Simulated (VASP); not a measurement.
# SnO in VASP: relaxation of the atoms with PBE+D3(BJ)

Aim: the relaxation of the atoms of SnO with PBE+D3(BJ).

All numbers are computed with VASP 6.6.1; they aren't measurements. Logs are shortened: lines on timing, memory, paths and dates and some standing lists are left out, and cuts for length are marked.

## Step 1: The cell of the first run

The cell holds a slab with vacuum, 4 atoms: a = 3.820 Å, b = 3.820 Å, c = 22.365 Å, α = 90.00°, β = 90.00°, γ = 90.00°.

## Step 2: Relaxation of the atoms, PBE+D3(BJ)

Input file INCAR:

```
SYSTEM = SnO
PREC = Accurate ; ENCUT = 520
EDIFF = 1E-6 ; ISMEAR = 0
SIGMA = 0.05 ; LREAL = .False.
LASPH = .True. ; NELM = 100
ALGO = Normal ; ISIF = 2
LWAVE = .False. ; LCHARG = .False.
LDIPOL = .True. ; IDIPOL = 3
DIPOL = 0.5 0.5 0.500 ; GGA = PE
IVDW = 12 ; IBRION = 2
NSW = 60 ; EDIFFG = -0.04
```

Input file KPOINTS:

```
regular mesh
0
Gamma
  7 7 1
  0 0 0
```

Input file POSCAR:

```
SnO
1.0
    3.8198197003      0.0000000000      0.0000000000
    0.0000000000      3.8198197003      0.0000000000
    0.0000000000      0.0000000000     22.3645675207
Sn O
2 2
Direct
    0.5000000000      0.0000000000      0.4471358541
    0.0000000000      0.5000000000      0.5528641459
    0.0000000000      0.0000000000      0.4999999942
    0.5000000000      0.5000000000      0.4999999942
```

Potentials or basis: VASP PAW PBE potentials, release 64 (Sn_d, O).

Started as:

```bash
$ cat potpaw_PBE.64/Sn_d/POTCAR potpaw_PBE.64/O/POTCAR > POTCAR
$ mpirun -np 1 vasp_std > vasp.out
```

OUTCAR:

```text
SYSTEM = SnO
   PREC = Accurate
   ENCUT = 520
   EDIFF = 1E-6
   ISMEAR = 0
   LREAL = .False.
   LASPH = .True.
   NELM = 100
   ISIF = 2
   GGA = PE
   IVDW = 12
   IBRION = 2
   NSW = 60
   EDIFFG = -0.04
 IVDW          = 12

 ion  position               nearest neighbor table
   1  0.500  0.000  0.447-   3 2.25   4 2.25   4 2.25   3 2.25   2 3.59   2 3.59   2 3.59   2 3.59

   2  0.000  0.500  0.553-   3 2.25   4 2.25   3 2.25   4 2.25   1 3.59   1 3.59   1 3.59   1 3.59

   3  0.000  0.000  0.500-   1 2.25   1 2.25   2 2.25   2 2.25
   4  0.500  0.500  0.500-   1 2.25   1 2.25   2 2.25   2 2.25

  LATTYP: Found a simple tetragonal cell.
 ALAT       =     3.8198197003
 C/A-ratio  =     5.8548751709

  Lattice vectors:

 A1 = (   3.8198197003,   0.0000000000,   0.0000000000)
 A2 = (   0.0000000000,   3.8198197003,   0.0000000000)
 A3 = (   0.0000000000,   0.0000000000,  22.3645675207)

Analysis of symmetry for initial positions (statically):
=====================================================================
 Subroutine PRICEL returns:
 Original cell was already a primitive cell.

 Routine SETGRP: Setting up the symmetry group for a
 simple tetragonal supercell.

 Subroutine GETGRP returns: Found 16 space group operations
 (whereof  8 operations were pure point group operations)
 out of a pool of 16 trial point group operations.

The static configuration has the point symmetry D_2d.
 The point group associated with its full space group is D_4h.

Analysis of symmetry for dynamics (positions and initial velocities):
=====================================================================
 Subroutine PRICEL returns:
 Original cell was already a primitive cell.

 Routine SETGRP: Setting up the symmetry group for a
 simple tetragonal supercell.

 Subroutine GETGRP returns: Found 16 space group operations
 (whereof  8 operations were pure point group operations)
 out of a pool of 16 trial point group operations.

The dynamic configuration has the point symmetry D_2d.
 The point group associated with its full space group is D_4h.

 Subroutine INISYM returns: Found 16 space group operations
 (whereof  8 operations are pure point group operations),
 and found     1 'primitive' translations

----------------------------------------------------------------------------------------

                                     Primitive cell

  volume of cell :     326.3219

  direct lattice vectors                    reciprocal lattice vectors
     3.819819700  0.000000000  0.000000000     0.261792461  0.000000000  0.000000000
     0.000000000  3.819819700  0.000000000     0.000000000  0.261792461  0.000000000
     0.000000000  0.000000000 22.364567521     0.000000000  0.000000000  0.044713585

  length of vectors
     3.819819700  3.819819700 22.364567521     0.261792461  0.261792461  0.044713585

  position of ions in fractional coordinates (direct lattice)
     0.500000000  0.000000000  0.447135854
     0.000000000  0.500000000  0.552864146
     0.000000000  0.000000000  0.499999994
     0.500000000  0.500000000  0.499999994

  ion indices of the primitive-cell ions
   primitive index   ion index
                 1           1
                 2           2
                 3           3
                 4           4

----------------------------------------------------------------------------------------

 KPOINTS: regular mesh

Automatic generation of k-mesh.
 Grid dimensions read from file:
 generate k-points for:    7    7    1

[... 55 lines left out ...]
   ISYM   =      2    0-nonsym 1-usesym 2-fastsym
   POTIM  = 0.5000    time-step for ionic-motion
   TEBEG  =    0.0;   TEEND  =   0.0 temperature during run
   PSTRESS=    0.0 pullay stress
   NELECT =      40.0000    total number of electrons
   NUPDOWN=      -1.0000    fix difference up-down
   EMIN   =  10.00;   EMAX   =-10.00  energy-range for DOS
   EFERMI =   0.00;   METHOD = LEGACY
   ISMEAR =     0;   SIGMA  =   0.05  broadening in eV -4-tet -1-fermi 0-gaus
   EFERMI_NEDOS =   21; number of points for ismear=-14 and -15
   IALGO  =     38    algorithm
   IMIX   =      4    mixing-type and parameters
     AMIX     =   0.40;   BMIX     =  1.00
     AMIX_MAG =   1.60;   BMIX_MAG =  1.00
  volume/ion in A,a.u.               =      81.58       550.53
  Fermi-wavevector in a.u.,A,eV,Ry     =   0.813229  1.536780  8.998092  0.661341
  Thomas-Fermi vector in A             =   1.922916
   LORBIT       =      0    0 simple, 1 ext, 2 COOP (PROOUT), +10 PAW based schemes
   GGA     = PE    functional components
   LHFCALC =     F    Hartree Fock is set to
   AEXX    =    0.0000 exact exchange contribution
   IVDW    =    12    specifies the selected vdW correction
   LEPSILON=     F    determine dielectric tensor
   LRPA    =     F    only Hartree local field effects (RPA)
 conjugate gradient relaxation of ions
 non-spin polarized calculation
 Gauss-broadening in eV      SIGMA  =   0.05
  energy-cutoff  :      520.00
  volume of cell :      326.32
 maximum number of plane-waves:      8805
   NGX = 15   NGY = 15   NGZ = 83

--------------------------------------- Ionic step        1  -------------------------------------------

 number of electron      39.9999985 magnetization

 Free energy of the ion-electron system (eV)
  ---------------------------------------------------
  ext. energy  EPLUGINS =         0.00000000
  ---------------------------------------------------
  free energy    TOTEN  =       -22.57809149 eV

  energy without entropy =      -22.57809149  energy(sigma->0) =      -22.57809149

------------------------ aborting loop because EDIFF is reached ----------------------------------------

 Edisp (eV)   -0.54899

 E8    (eV) :    -0.2481

  FORCE on cell =-STRESS in cart. coord.  units (eV):
  Direction    XX          YY          ZZ          XY          YZ          ZX
  --------------------------------------------------------------------------------------
  -------------------------------------------------------------------------------------
  Total       0.09900     0.09900     0.13254     0.00000    -0.00000     0.00000
  in kB       0.48607     0.48607     0.65074     0.00000    -0.00000     0.00000
  external pressure =        0.54 kB  Pullay stress =        0.00 kB

 VOLUME and BASIS-vectors are now :
 -----------------------------------------------------------------------------
  energy-cutoff  :      520.00
  volume of cell :      326.32
      direct lattice vectors                 reciprocal lattice vectors
     3.819819700  0.000000000  0.000000000     0.261792461  0.000000000  0.000000000
     0.000000000  3.819819700  0.000000000     0.000000000  0.261792461  0.000000000
     0.000000000  0.000000000 22.364567521     0.000000000  0.000000000  0.044713585

 POSITION                                       TOTAL-FORCE (eV/Angst)
 -----------------------------------------------------------------------------------
      1.90991      0.00000     10.00000         0.000000      0.000000     -0.085434
      0.00000      1.90991     12.36457         0.000000      0.000000      0.085434
      0.00000      0.00000     11.18228        -0.000000      0.000000     -0.000000
      1.90991      1.90991     11.18228         0.000000      0.000000     -0.000000
 -----------------------------------------------------------------------------------
    total drift:                                0.000000      0.000000      0.000490

  FREE ENERGIE OF THE ION-ELECTRON SYSTEM (eV)
  ---------------------------------------------------
  free  energy   TOTEN  =       -23.1270791153 eV

  energy  without entropy=      -23.1270791153  energy(sigma->0) =      -23.12707912

--------------------------------------- Ionic step        2  -------------------------------------------

 number of electron      39.9999985 magnetization

 dipolmoment           0.000000      0.000000      0.000001 electrons x Angstroem

 Free energy of the ion-electron system (eV)
  ---------------------------------------------------
  ext. energy  EPLUGINS =         0.00000000
  ---------------------------------------------------
  free energy    TOTEN  =       -22.57880837 eV

  energy without entropy =      -22.57880837  energy(sigma->0) =      -22.57880837

 E-fermi :  -2.6847     XC(G=0):  -2.8437

 val. band max:       -2.9576048978   @ k =   0.1429   0.1429   0.0000
 cond. band min:       0.1021102709   @ k =   0.4286   0.4286   0.0000
 fundamental gap:      3.0597151687
 Fermi energy:        -2.6847229593

 k-point     1 :       0.0000    0.0000    0.0000
  band No.  band energies     occupation
      1     -23.5190      2.00000
      2     -23.1670      2.00000
      3     -23.1270      2.00000
      4     -23.1270      2.00000
      5     -23.1136      2.00000
      6     -23.0823      2.00000
[... 259 lines left out ...]
     23       2.1582      0.00000
     24       2.3047      0.00000

------------------------ aborting loop because EDIFF is reached ----------------------------------------

 vacuum level on the upper side and lower side of the slab       (xc-potential included)        -0.009        -0.009

 Edisp (eV)   -0.54866

 E8    (eV) :    -0.2480

  FORCE on cell =-STRESS in cart. coord.  units (eV):
  Direction    XX          YY          ZZ          XY          YZ          ZX
  --------------------------------------------------------------------------------------
  -------------------------------------------------------------------------------------
  Total       0.01780     0.01780    -0.03087     0.00000     0.00000     0.00000
  in kB       0.08741     0.08741    -0.15158     0.00000     0.00000     0.00000
  external pressure =        0.01 kB  Pullay stress =        0.00 kB

 VOLUME and BASIS-vectors are now :
 -----------------------------------------------------------------------------
  energy-cutoff  :      520.00
  volume of cell :      326.32
      direct lattice vectors                 reciprocal lattice vectors
     3.819819700  0.000000000  0.000000000     0.261792461  0.000000000  0.000000000
     0.000000000  3.819819700  0.000000000     0.000000000  0.261792461  0.000000000
     0.000000000  0.000000000 22.364567521     0.000000000  0.000000000  0.044713585

 POSITION                                       TOTAL-FORCE (eV/Angst)
 -----------------------------------------------------------------------------------
      1.90991      0.00000      9.99588         0.000000      0.000000     -0.007636
      0.00000      1.90991     12.36869        -0.000000      0.000000      0.007636
      3.81982      0.00000     11.18228        -0.000000      0.000000      0.000000
      1.90991      1.90991     11.18228         0.000000      0.000000      0.000000
 -----------------------------------------------------------------------------------
    total drift:                                0.000000      0.000000      0.000490

  FREE ENERGIE OF THE ION-ELECTRON SYSTEM (eV)
  ---------------------------------------------------
  free  energy   TOTEN  =       -23.1274671305 eV

  energy  without entropy=      -23.1274671305  energy(sigma->0) =      -23.12746713

 reached required accuracy - stopping structural energy minimisation

 vacuum level on the upper side and lower side of the slab         2.440         2.440
```

Wall time 4.4 min (1 thread of Intel Xeon 8259CL, shared host); peak memory 0.42 GiB.

What came out:

| Property | Result |
| --- | --- |
| Free energy | -23.1275 eV |
| Energy gained by relaxing | 0.1 meV/atom |
| Ionic steps | 2 |
| Largest force after relaxing | 0.008 eV/Å |
| Band gap on the k mesh | 3.06 eV (least direct gap 3.15 eV) |
| Dispersion energy per atom | -0.137 eV |

Forces in eV/Å, atoms in the order of the input:
```
Sn   0.000  0.000 -0.008
Sn   0.000  0.000  0.008
O    0.000  0.000  0.000
O    0.000  0.000  0.000
```

Step by step:
```
step  energy change (eV)  largest force (eV/Å)  pressure (GPa)
   1              0.0000                0.0854            0.05
   2             -0.0004                0.0076            0.00
```

Final structure:
```
Sn O
1.0
     3.81982    0.00000    0.00000
     0.00000    3.81982    0.00000
     0.00000    0.00000   22.36457
Sn O
2 2
Direct
  0.50000 0.00000 0.44695
  0.00000 0.50000 0.55305
  0.00000 0.00000 0.50000
  0.50000 0.50000 0.50000
```

Caveat: spin-orbit coupling is left out, which moves the levels of the heavy elements.
